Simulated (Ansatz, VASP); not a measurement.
**SnO: VASP beside Ansatz**

```
Sn O
1.0
     3.66782    0.00001    0.00000
    -0.00001    3.66782    0.00000
     0.00000    0.00000   30.63443
Sn O
2 2
Direct
  0.99985 0.99985 0.46142
  0.49985 0.49985 0.53858
  0.99985 0.49985 0.50000
  0.49985 0.99985 0.50000
```

Change from the starting cell: biaxial strain -0.040, atoms relaxed.

Alike in both runs: task relaxation of the atoms; functional PBE; dispersion D3(BJ); k mesh 6 × 6 × 1; occupations gaussian, width 0.02 eV; no spin polarisation.

|  | VASP | Ansatz |
| --- | --- | --- |
| version | VASP 6.6.1 | Ansatz 0.2.0 |
| potentials or method | VASP PAW PBE potentials, release 64 (Sn_d, O), cutoff 520 eV | scalar-relativistic, plane waves, PAW |
| valence electrons in the cell | 40 | 40 |

```tsv
	VASP	Ansatz	Ansatz less VASP
gap on the k mesh at the Fermi level, each at its own relaxed structure (eV)	3.14	3.15	+0.016
```

Ansatz's warnings: stress scf threshold loose, structure snapped to symmetry.
